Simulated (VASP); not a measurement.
# Mg (P2_1/m) in VASP: further runs

Runs on Mg. Level: PBEsol. Tasks: single point.

All numbers are computed with VASP 6.6.1; they aren't measurements. Logs are shortened: lines on timing, memory, paths and dates and some standing lists are left out, and cuts for length are marked.

### Step 1. The cell of the first run

It takes space group P2_1/m (No. 11, monoclinic). The conventional cell has a = 3.209 Å, b = 5.210 Å, c = 3.209 Å, α = 90.00°, β = 120.00°, γ = 90.00°. Mg (site symmetry m) has 12 Mg at 2.93 to 3.39 Å within 3.9 Å.

### Step 2. Single point, PBEsol (atom 1 (Mg) moved by (-0.450, -0.225) A along x and y)

The input, INCAR:

```
ALGO = Fast ; EDIFF = 1E-6
ENCUT = 520 ; GGA = PS
ISIF = 2 ; ISMEAR = 0
LASPH = T ; LCHARG = F
LREAL = F ; LWAVE = F
NBANDS = 9 ; NELM = 80
PREC = Accurate ; SIGMA = 0.15
```

The input, KPOINTS:

```
k-points
0
Gamma
  18 18 10
```

The input, POSCAR:

```
Mg
1.0
    3.2092715325      0.0000000000      0.0000000000
   -1.6046357662      2.7793106748      0.0000000000
    0.0000000000      0.0000000000      5.2103300000
Mg
2
Direct
    0.1526369339      0.5857113413      0.2500000000
    0.6666666667      0.3333333333      0.7500000000
```

Potentials or basis: VASP PAW PBE potentials, release 64 (Mg).

Started as:

```console
$ cat potpaw_PBE.64/Mg/POTCAR > POTCAR
$ mpirun -np 1 vasp_std > vasp.out
```

OUTCAR:

```text
EDIFF = 1E-6
   ENCUT = 520
   GGA = PS
   ISIF = 2
   ISMEAR = 0
   LASPH = T
   LREAL = F
   NELM = 80
   PREC = Accurate

 ion  position               nearest neighbor table
   1  0.153  0.586  0.250-   2 2.93   2 2.93   2 3.36   2 3.36   2 3.39   2 3.39
   2  0.667  0.333  0.750-   1 2.93   1 2.93   1 3.36   1 3.36   1 3.39   1 3.39

  LATTYP: Found a hexagonal cell.
 ALAT       =     3.2092715325
 C/A-ratio  =     1.6235242008

  Lattice vectors:

 A1 = (   3.2092715325,   0.0000000000,   0.0000000000)
 A2 = (  -1.6046357662,   2.7793106748,   0.0000000000)
 A3 = (   0.0000000000,   0.0000000000,   5.2103300000)

Analysis of symmetry for initial positions (statically):
=====================================================================
 Subroutine PRICEL returns:
 Original cell was already a primitive cell.

 Routine SETGRP: Setting up the symmetry group for a
 hexagonal supercell.

 Subroutine GETGRP returns: Found  4 space group operations
 (whereof  1 operations were pure point group operations)
 out of a pool of 24 trial point group operations.

The static configuration has the point symmetry C_1 .
 The point group associated with its full space group is C_2h.

Analysis of symmetry for dynamics (positions and initial velocities):
=====================================================================
 Subroutine PRICEL returns:
 Original cell was already a primitive cell.

 Routine SETGRP: Setting up the symmetry group for a
 hexagonal supercell.

 Subroutine GETGRP returns: Found  4 space group operations
 (whereof  1 operations were pure point group operations)
 out of a pool of 24 trial point group operations.

The dynamic configuration has the point symmetry C_1 .
 The point group associated with its full space group is C_2h.

 Subroutine INISYM returns: Found  4 space group operations
 (whereof  1 operations are pure point group operations),
 and found     1 'primitive' translations

----------------------------------------------------------------------------------------

                                     Primitive cell

  volume of cell :      46.4739

  direct lattice vectors                    reciprocal lattice vectors
     3.209271532  0.000000000  0.000000000     0.311597193  0.179900723  0.000000000
    -1.604635766  2.779310675  0.000000000     0.000000000  0.359801446  0.000000000
     0.000000000  0.000000000  5.210330000     0.000000000  0.000000000  0.191926423

  length of vectors
     3.209271532  3.209271532  5.210330000     0.359801446  0.359801446  0.191926423

  position of ions in fractional coordinates (direct lattice)
     0.152636934  0.585711341  0.250000000
     0.666666667  0.333333333  0.750000000

  ion indices of the primitive-cell ions
   primitive index   ion index
                 1           1
                 2           2

----------------------------------------------------------------------------------------

 KPOINTS: k-points

Automatic generation of k-mesh.
 Grid dimensions read from file:
 generate k-points for:   18   18   10

 Generating k-lattice:

  Cartesian coordinates                     Fractional coordinates (reciprocal lattice)
     0.017310955  0.009994485  0.000000000     0.055555556  0.000000000  0.000000000
     0.000000000  0.019988969  0.000000000     0.000000000  0.055555556  0.000000000
     0.000000000  0.000000000  0.019192642     0.000000000  0.000000000  0.100000000

  Length of vectors
     0.019988969  0.019988969  0.019192642

  Shift w.r.t. Gamma in fractional coordinates (k-lattice)
     0.000000000  0.000000000  0.000000000

 Subroutine IBZKPT returns following result:
 ===========================================

 Found    984 irreducible k-points:

 Following reciprocal coordinates:
            Coordinates               Weight
  0.000000  0.000000  0.000000      1.000000
  0.055556  0.000000  0.000000      2.000000
  0.000000  0.055556  0.000000      2.000000
 -0.055556  0.055556  0.000000      2.000000
  0.111111  0.000000  0.000000      2.000000
  0.000000  0.111111  0.000000      2.000000
[... 16 lines left out ...]
  0.444444  0.000000  0.000000      2.000000
  0.000000  0.444444  0.000000      2.000000
 [... further k-points ...]
   k-points           NKPTS =    984   k-points in BZ     NKDIM =    984   number of bands    NBANDS=      9
   number of dos      NEDOS =    301   number of ions     NIONS =      2
   total plane-waves  NPLWV =  23040
   dimension x,y,z NGX =    24 NGY =   24 NGZ =   40
   dimension x,y,z NGXF=    48 NGYF=   48 NGZF=   80
   ions per type =               2
   NGX,Y,Z   is equivalent  to a cutoff of  12.43, 12.43, 12.76 a.u.
   NGXF,Y,Z  is equivalent  to a cutoff of  24.86, 24.86, 25.53 a.u.
 SYSTEM =  unknown system
   PREC   = accura    normal or accurate (medium, high low for compatibility)
   ISTART =      0    job   : 0-new  1-cont  2-samecut
   ICHARG =      2    charge: 1-file 2-atom 10-const
   ISPIN  =      1    spin polarized calculation?
   LNONCOLLINEAR =      F non collinear calculations
   LSORBIT =      F    spin-orbit coupling
   LASPH  =      T    aspherical Exc in radial PAW
   ENCUT  =  520.0 eV  38.22 Ry    6.18 a.u.   5.97  5.97  9.69*2*pi/ulx,y,z
   NELM   =     80;   NELMIN=  2; NELMDL= -5     # of ELM steps
   EDIFF  = 0.1E-05   stopping-criterion for ELM
   LREAL  =      F    real-space projection
[... 7 lines left out ...]
   TEBEG  =    0.0;   TEEND  =   0.0 temperature during run
   PSTRESS=    0.0 pullay stress
   NELECT =       4.0000    total number of electrons
   NUPDOWN=      -1.0000    fix difference up-down
   EMIN   =  10.00;   EMAX   =-10.00  energy-range for DOS
   EFERMI =   0.00;   METHOD = LEGACY
   ISMEAR =     0;   SIGMA  =   0.15  broadening in eV -4-tet -1-fermi 0-gaus
   EFERMI_NEDOS =   21; number of points for ismear=-14 and -15
   IALGO  =     68    algorithm
   IMIX   =      4    mixing-type and parameters
     AMIX     =   0.40;   BMIX     =  1.00
     AMIX_MAG =   1.60;   BMIX_MAG =  1.00
  volume/ion in A,a.u.               =      23.24       156.81
  Fermi-wavevector in a.u.,A,eV,Ry     =   0.722812  1.365916  7.108458  0.522457
  Thomas-Fermi vector in A             =   1.812869
   LORBIT       =      0    0 simple, 1 ext, 2 COOP (PROOUT), +10 PAW based schemes
   GGA     = PS    functional components
   LHFCALC =     F    Hartree Fock is set to
   AEXX    =    0.0000 exact exchange contribution
   IVDW    =     0    specifies the selected vdW correction
   LEPSILON=     F    determine dielectric tensor
   LRPA    =     F    only Hartree local field effects (RPA)
 non-spin polarized calculation
 RMM-DIIS sequential band-by-band and
 Gauss-broadening in eV      SIGMA  =   0.15
  energy-cutoff  :      520.00
  volume of cell :       46.47
 maximum number of plane-waves:      1276
   NGX = 11   NGY = 11   NGZ = 19

 number of electron       4.0000000 magnetization

 Free energy of the ion-electron system (eV)
  ---------------------------------------------------
  ext. energy  EPLUGINS =         0.00000000
  ---------------------------------------------------
  free energy    TOTEN  =        -3.33986664 eV

  energy without entropy =       -3.32955492  energy(sigma->0) =       -3.33471078

 E-fermi :   2.5203     XC(G=0):  -8.4935

 val. band max:        2.5192445896   @ k =   0.2222   0.2778  -0.2000
 cond. band min:       2.5204575970   @ k =   0.0000   0.3889   0.1000
 fundamental gap:      0.0012130075
 Fermi energy:         2.5202534054

 k-point     1 :       0.0000    0.0000    0.0000
  band No.  band energies     occupation
      1      -4.3490      2.00000
      2       0.8482      2.00000
      3       1.2979      2.00000
      4      13.1862      0.00000
      5      13.4216      0.00000
      6      13.4238      0.00000
      7      13.5466      0.00000
      8      14.4937      0.00000
      9      15.2706      0.00000

 k-point     2 :       0.0556    0.0000    0.0000
  band No.  band energies     occupation
      1      -4.2887      2.00000
      2       0.9032      2.00000
      3       1.3564      2.00000
      4      12.0686      0.00000
      5      12.5703      0.00000
      6      13.0205      0.00000
      7      14.3585      0.00000
      8      15.3087      0.00000
      9      16.0327      0.00000

 k-point     3 :       0.0000    0.0556    0.0000
  band No.  band energies     occupation
      1      -4.2887      2.00000
      2       0.9032      2.00000
      3       1.3568      2.00000
      4      11.8884      0.00000
      5      12.6177      0.00000
      6      13.2642      0.00000
      7      14.2811      0.00000
      8      15.1049      0.00000
      9      16.0874      0.00000

 k-point     4 :      -0.0556    0.0556    0.0000
  band No.  band energies     occupation
      1      -4.2887      2.00000
      2       0.9032      2.00000
      3       1.3569      2.00000
      4      11.8725      0.00000
      5      12.6158      0.00000
      6      13.2980      0.00000
      7      14.2733      0.00000
      8      15.0927      0.00000
      9      16.0693      0.00000
[... 205 lines left out ...]
 k-point    22 :      -0.3889    0.3889    0.0000
  band No.  band energies     occupation
      1      -1.4387      2.00000
      2       2.6209      0.34244
      3       3.5423      0.00000
      4       4.2591      0.00000
      5       7.5994      0.00000
      6       7.9736      0.00000
      7       9.5953      0.00000
      8      10.9529      0.00000
      9      14.1170      0.00000

 k-point    23 :       0.4444    0.0000    0.0000
  band No.  band energies     occupation
      1      -0.5702      2.00000
      2       1.4589      2.00000
      3       4.3743      0.00000
      4       5.1723      0.00000
      5       6.3734      0.00000
      6       7.0590      0.00000
      7       9.3959      0.00000
      8      10.3250      0.00000
      9      13.7688      0.00000

 k-point    24 :       0.0000    0.4444    0.0000
  band No.  band energies     occupation
      1      -0.5656      2.00000
      2       1.4866      2.00000
      3       4.3524      0.00000
      4       5.0042      0.00000
      5       6.4470      0.00000
      6       6.9957      0.00000
      7       9.4552      0.00000
      8      10.6256      0.00000
      9      13.9907      0.00000

 [... further k-points ...]
[... 5 lines left out ...]
  --------------------------------------------------------------------------------------
  -------------------------------------------------------------------------------------
  Total       -0.2556603     -0.4888971      0.3082352      0.2519713      0.0000000      0.0000000
  in kB       -8.8138378    -16.8546304     10.6263493      8.6866613      0.0000000      0.0000000
  external PRESSURE =      -5.0140396 kB  Pullay stress =       0.0000000 kB

 VOLUME and BASIS-vectors are now :
 -----------------------------------------------------------------------------
  energy-cutoff  :      520.00
  volume of cell :       46.47
      direct lattice vectors                 reciprocal lattice vectors
     3.209271532  0.000000000  0.000000000     0.311597193  0.179900723  0.000000000
    -1.604635766  2.779310675  0.000000000     0.000000000  0.359801446  0.000000000
     0.000000000  0.000000000  5.210330000     0.000000000  0.000000000  0.191926423

 POSITION                                       TOTAL-FORCE (eV/Angst)
 -----------------------------------------------------------------------------------
     -0.45000      1.62787      1.30258         0.386705      0.226455     -0.000000
      1.60464      0.92644      3.90775        -0.386705     -0.226455      0.000000
 -----------------------------------------------------------------------------------
    total drift:                                0.000000     -0.000000     -0.000000

  FREE ENERGIE OF THE ION-ELECTRON SYSTEM (eV)
  ---------------------------------------------------
  free  energy   TOTEN  =        -3.3398666352 eV

  energy  without entropy=       -3.3295549198  energy(sigma->0) =       -3.33471078
```

It took 2.7 min on 1 thread of Intel Xeon Platinum 8259CL at 2.50GHz (Skylake/Cascade Lake), shared host; peak memory 0.48 GiB.

What came out:

* Free energy: -3.3399 eV
* Pressure: -0.5 GPa
* Largest force: 0.448 eV/Å
* Band gap on the k mesh: zero (bands 2 and 3 overlap by 2.19 eV)

Forces in eV/Å, atoms in the order of the input:
```
Mg   0.387  0.226  0.000
Mg  -0.387 -0.226  0.000
```

Stress tensor (GPa, compression positive):
```
-0.88  0.87  0.00
 0.87 -1.69  0.00
 0.00  0.00  1.06
```

Levels at points of the mesh, in eV from the Fermi level:
| k point | band 1 | band 2 | band 3 | band 4 | band 5 |
| --- | --- | --- | --- | --- | --- |
| (0.00, 0.00, 0.00) | -6.87 | -1.67 | -1.22 | 10.67 | 10.90 |
| (0.50, 0.00, 0.00) | -2.12 | -2.11 | 2.71 | 2.89 | 3.44 |
| (0.00, 0.50, 0.00) | -2.11 | -2.11 | 2.51 | 3.09 | 3.13 |
| (0.50, 0.50, 0.00) | -2.11 | -2.11 | 2.50 | 3.06 | 3.15 |
| (0.00, 0.00, 0.50) | -5.49 | -5.49 | 4.97 | 4.97 | 11.55 |
| (0.50, 0.00, 0.50) | -1.13 | -1.13 | -0.38 | -0.38 | 7.78 |
| (0.00, 0.50, 0.50) | -1.03 | -1.03 | -0.50 | -0.50 | 7.75 |
| (0.50, 0.50, 0.50) | -1.02 | -1.02 | -0.52 | -0.52 | 7.76 |

Caveat: the cell differs from its parent crystal (atom 1 (Mg) moved by (-0.450, -0.225) A along x and y); the PAW data sets were made with another functional, which shifts forces and pressure a little.

### Step 3. Single point, PBEsol (atom 1 (Mg) moved by (-0.450, +0.225) A along x and y)

The input, INCAR:

```
PREC     = Accurate       # precision mode
ENCUT    = 520            # plane-wave cutoff, eV
EDIFF    = 1E-7           # SCF threshold, eV
ISMEAR   = 0              # smearing method
SIGMA    = 0.15           # smearing width, eV
LREAL    = F              # projectors in reciprocal space
LASPH    = T              # aspherical terms in the spheres
NELM     = 80             # most SCF steps
ALGO     = Fast           # electronic algorithm
ISIF     = 2              # what is computed and relaxed
LWAVE    = F              # write WAVECAR
LCHARG   = F              # write CHGCAR
GGA      = PS             # functional
NBANDS   = 9              # bands
```

The input, KPOINTS:

```
Automatic mesh
0
Gamma
  18 18 10
```

Changes to POSCAR since step 2:

```diff
@@ -8,3 +8,3 @@
 Direct
-    0.1526369339      0.5857113413      0.2500000000
+    0.2335922593      0.7476219920      0.2500000000
     0.6666666667      0.3333333333      0.7500000000
```

Potentials or basis: VASP PAW PBE potentials, release 64 (Mg).

Started as:

```console
$ cat potpaw_PBE.64/Mg/POTCAR > POTCAR
$ mpirun -np 1 vasp_std > vasp.out
```

Run time: 3.1 min. Hardware: 1 thread of Intel Xeon Platinum 8259CL at 2.50GHz (Skylake/Cascade Lake), shared host; peak memory 0.48 GiB.

Results (log left out):

```
Free energy            : -3.3941 eV
Pressure               : -0.8 GPa
Largest force          : 0.144 eV/Å
Band gap on the k mesh : zero (bands 2 and 3 overlap by 2.26 eV)
```

Forces on the atoms (eV/Å):
```
Mg   0.139 -0.037  0.000
Mg  -0.139  0.037  0.000
```

Stress tensor (GPa, compression positive):
```
-1.76  1.09  0.00
 1.09 -0.60  0.00
 0.00  0.00 -0.12
```

Levels at points of the mesh, in eV from the Fermi level:
```tsv
k point	band 1	band 2	band 3	band 4	band 5	band 6
(0.00, 0.00, 0.00)	-6.87	-1.67	-1.23	10.64	10.83	11.02
(0.50, 0.00, 0.00)	-2.12	-2.12	2.75	2.87	3.45	3.58
(0.00, 0.50, 0.00)	-2.12	-2.12	2.72	2.90	3.40	3.62
(0.50, 0.50, 0.00)	-2.10	-2.10	2.47	2.95	3.23	3.79
(0.00, 0.00, 0.50)	-5.49	-5.49	4.98	4.98	11.65	11.65
(0.50, 0.00, 0.50)	-1.12	-1.12	-0.39	-0.39	7.76	7.76
(0.00, 0.50, 0.50)	-1.12	-1.12	-0.40	-0.40	7.76	7.76
(0.50, 0.50, 0.50)	-0.95	-0.95	-0.61	-0.61	7.95	7.95
```

Caveat: the cell differs from its parent crystal (atom 1 (Mg) moved by (-0.450, +0.225) A along x and y); the PAW data sets were made with another functional, which shifts forces and pressure a little.

[end of part 1 of 2]
